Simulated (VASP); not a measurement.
# SnSe2 (P-3m1) in VASP: single point with PBE+D3(BJ)

Aim: the single point of SnSe2 with PBE+D3(BJ).

Everything below comes from runs of VASP 6.6.1. Logs are shortened: lines on timing, memory, paths and dates and some standing lists are left out, and cuts for length are marked.

## Step 1: The cell of the first run

The structure is trigonal, space group P-3m1 (No. 164). The conventional cell has a = 3.727 Å, b = 3.727 Å, c = 5.361 Å, α = 90.00°, β = 90.00°, γ = 120.00°. Within 3.5 Å of Sn (site symmetry -3m) lie 6 Se at 2.67 Å. Se (site symmetry 3m) has 3 Sn at 2.67 Å and 3 Se at 3.07 Å within 3.5 Å.

## Step 2: Single point, PBE+D3(BJ)

INCAR reads:

```
  PREC = Accurate
  ENCUT = 500
  EDIFF = 1E-6
  ISMEAR = 0
  SIGMA = 0.1
  LREAL = False
  LASPH = True
  NELM = 120
  ALGO = Normal
  ISIF = 2
  LWAVE = False
  LCHARG = False
  GGA = PE
  IVDW = 12
  NBANDS = 20
  GGA_COMPAT = False
```

KPOINTS reads:

```
Automatic mesh
0
Gamma
  18 18 12
```

POSCAR reads:

```
SnSe2
1.0
    3.7268206623      0.0000000000      0.0000000000
   -1.8634103312      3.2275213689      0.0000000000
    0.0000000000      0.0000000000      5.3606007793
Sn Se
1 2
Direct
    0.0000000000      0.0000000000      0.0000000000
    0.3333333333      0.6666666667      0.2962651107
    0.6666666667      0.3333333333      0.7037348893
```

Potentials or basis: VASP PAW PBE potentials, release 64 (Sn_d, Se).

On the command line:

```
cat potpaw_PBE.64/Sn_d/POTCAR potpaw_PBE.64/Se/POTCAR > POTCAR
mpirun -np 1 vasp_std > vasp.out
```

OUTCAR:

```text
PREC = Accurate
   ENCUT = 500
   EDIFF = 1E-6
   ISMEAR = 0
   LREAL = False
   LASPH = True
   NELM = 120
   ISIF = 2
   GGA = PE
   IVDW = 12
 IVDW          = 12

 ion  position               nearest neighbor table
   1  0.000  0.000  0.000-   2 2.67   3 2.67   3 2.67   2 2.67   3 2.67   2 2.67
   2  0.333  0.667  0.296-   1 2.67   1 2.67   1 2.67
   3  0.667  0.333  0.704-   1 2.67   1 2.67   1 2.67

  LATTYP: Found a hexagonal cell.
 ALAT       =     3.7268206623
 C/A-ratio  =     1.4383844207

  Lattice vectors:

 A1 = (   3.7268206623,   0.0000000000,   0.0000000000)
 A2 = (  -1.8634103312,   3.2275213689,   0.0000000000)
 A3 = (   0.0000000000,   0.0000000000,   5.3606007793)

Analysis of symmetry for initial positions (statically):
=====================================================================
 Subroutine PRICEL returns:
 Original cell was already a primitive cell.

 Routine SETGRP: Setting up the symmetry group for a
 hexagonal supercell.

 Subroutine GETGRP returns: Found 12 space group operations
 (whereof 12 operations were pure point group operations)
 out of a pool of 24 trial point group operations.

The static configuration has the point symmetry D_3d.

Analysis of symmetry for dynamics (positions and initial velocities):
=====================================================================
 Subroutine PRICEL returns:
 Original cell was already a primitive cell.

 Routine SETGRP: Setting up the symmetry group for a
 hexagonal supercell.

 Subroutine GETGRP returns: Found 12 space group operations
 (whereof 12 operations were pure point group operations)
 out of a pool of 24 trial point group operations.

The dynamic configuration has the point symmetry D_3d.

 Subroutine INISYM returns: Found 12 space group operations
 (whereof 12 operations are pure point group operations),
 and found     1 'primitive' translations

----------------------------------------------------------------------------------------

                                     Primitive cell

  volume of cell :      64.4794

  direct lattice vectors                    reciprocal lattice vectors
     3.726820662  0.000000000  0.000000000     0.268325227  0.154917642  0.000000000
    -1.863410331  3.227521369  0.000000000     0.000000000  0.309835284  0.000000000
     0.000000000  0.000000000  5.360600779     0.000000000  0.000000000  0.186546255

  length of vectors
     3.726820662  3.726820662  5.360600779     0.309835284  0.309835284  0.186546255

  position of ions in fractional coordinates (direct lattice)
     0.000000000  0.000000000  0.000000000
     0.333333333  0.666666667  0.296265111
[... 80 lines left out ...]
   LREAL  =      F    real-space projection
   EDIFFG = 0.1E-04   stopping-criterion for IOM
   NSW    =      0    number of steps for IOM
   IBRION =     -1    ionic relax: 0-MD 1-quasi-New 2-CG
   NFREE  =      0    steps in history (QN), initial steepest desc. (CG)
   ISIF   =      2    stress and relaxation
   ISYM   =      2    0-nonsym 1-usesym 2-fastsym
   POTIM  = 0.5000    time-step for ionic-motion
   TEBEG  =    0.0;   TEEND  =   0.0 temperature during run
   PSTRESS=    0.0 pullay stress
   NELECT =      26.0000    total number of electrons
   NUPDOWN=      -1.0000    fix difference up-down
   EMIN   =  10.00;   EMAX   =-10.00  energy-range for DOS
   EFERMI =   0.00;   METHOD = LEGACY
   ISMEAR =     0;   SIGMA  =   0.10  broadening in eV -4-tet -1-fermi 0-gaus
   EFERMI_NEDOS =   21; number of points for ismear=-14 and -15
   IALGO  =     38    algorithm
   IMIX   =      4    mixing-type and parameters
     AMIX     =   0.40;   BMIX     =  1.00
     AMIX_MAG =   1.60;   BMIX_MAG =  1.00
  volume/ion in A,a.u.               =      21.49       145.04
  Fermi-wavevector in a.u.,A,eV,Ry     =   1.209462  2.285552 19.902582  1.462798
  Thomas-Fermi vector in A             =   2.345039
   LORBIT       =      0    0 simple, 1 ext, 2 COOP (PROOUT), +10 PAW based schemes
   GGA     = PE    functional components
   LHFCALC =     F    Hartree Fock is set to
   AEXX    =    0.0000 exact exchange contribution
   IVDW    =    12    specifies the selected vdW correction
   LEPSILON=     F    determine dielectric tensor
   LRPA    =     F    only Hartree local field effects (RPA)
 non-spin polarized calculation
 Gauss-broadening in eV      SIGMA  =   0.10
  energy-cutoff  :      500.00
  volume of cell :       64.48
 maximum number of plane-waves:      1653
   NGX = 13   NGY = 13   NGZ = 19

 number of electron      25.9999998 magnetization

 Free energy of the ion-electron system (eV)
  ---------------------------------------------------
  ext. energy  EPLUGINS =         0.00000000
  ---------------------------------------------------
  free energy    TOTEN  =       -11.28298672 eV

  energy without entropy =      -11.28037249  energy(sigma->0) =      -11.28167960

 E-fermi :   6.9418     XC(G=0): -10.4850

 val. band max:        6.9300183091   @ k =   0.0000   0.3333   0.4167
 cond. band min:       6.9672565555   @ k =   0.1667   0.0556   0.1667
 fundamental gap:      0.0372382464
 Fermi energy:         6.9417687573

 k-point     1 :       0.0000    0.0000    0.0000
  band No.  band energies     occupation
      1     -14.9350      2.00000
      2     -14.9350      2.00000
      3     -14.8916      2.00000
      4     -14.8728      2.00000
      5     -14.8728      2.00000
      6      -8.4642      2.00000
[... 541 lines left out ...]
     19      16.2941      0.00000
     20      18.6192      0.00000

 [... further k-points ...]

------------------------ aborting loop because EDIFF is reached ----------------------------------------

 Edisp (eV)   -1.31102

 E8    (eV) :    -0.5742

  FORCE on cell =-STRESS in cart. coord.  units (eV):
  Direction    XX          YY          ZZ          XY          YZ          ZX
  --------------------------------------------------------------------------------------
  -------------------------------------------------------------------------------------
  Total       4.07150     4.07150     4.07545    -0.00000     0.00000    -0.00000
  in kB     101.16811   101.16811   101.26631    -0.00000     0.00000    -0.00000
  external pressure =      101.20 kB  Pullay stress =        0.00 kB

 VOLUME and BASIS-vectors are now :
 -----------------------------------------------------------------------------
  energy-cutoff  :      500.00
  volume of cell :       64.48
      direct lattice vectors                 reciprocal lattice vectors
     3.726820662  0.000000000  0.000000000     0.268325227  0.154917642  0.000000000
    -1.863410331  3.227521369  0.000000000     0.000000000  0.309835284  0.000000000
     0.000000000  0.000000000  5.360600779     0.000000000  0.000000000  0.186546255

 POSITION                                       TOTAL-FORCE (eV/Angst)
 -----------------------------------------------------------------------------------
      0.00000      0.00000      0.00000        -0.000000      0.000000      0.000000
     -0.00000      2.15168      1.58816         0.000000     -0.000000      0.020017
      1.86341      1.07584      3.77244        -0.000000      0.000000     -0.020017
 -----------------------------------------------------------------------------------
    total drift:                               -0.000000     -0.000000     -0.000000

  FREE ENERGIE OF THE ION-ELECTRON SYSTEM (eV)
  ---------------------------------------------------
  free  energy   TOTEN  =       -12.5940017315 eV

  energy  without entropy=      -12.5913875062  energy(sigma->0) =      -12.59269462
```

stdout:

```text
POSCAR found type information on POSCAR SnSe
 POSCAR found :  2 types and       3 ions
 scaLAPACK will be used
 LDA part: xc-table for (Slater+PW92), standard interpolation
 POSCAR, INCAR and KPOINTS ok, starting setup
 FFT: planning ... GRIDC
 FFT: planning ... GRID_SOFT
 FFT: planning ... GRID
 WAVECAR not read
 entering main loop
```

Wall time 9.6 min (1 thread of Oxide Virtual Turin-like, shared host); peak memory 0.52 GiB.

What came out:

```yaml
Free_energy: -12.5940 eV
Pressure: 10.1 GPa
Largest_force: 0.020 eV/Å
Band_gap_on_the_k_mesh: zero (bands 13 and 14 overlap by 0.73 eV)
Dispersion_energy_per_atom: -0.437 eV
```

Forces in eV/Å, atoms in the order of the input:
```
Sn   0.000  0.000  0.000
Se   0.000  0.000  0.020
Se   0.000  0.000 -0.020
```

Caveat: the cell stands under pressure; semilocal functionals underestimate gaps, and a narrow one can read as zero; spin-orbit coupling is left out, which moves the levels of the heavy elements.

The gap in the log of VASP goes by the Fermi energy; the results here count the filled bands.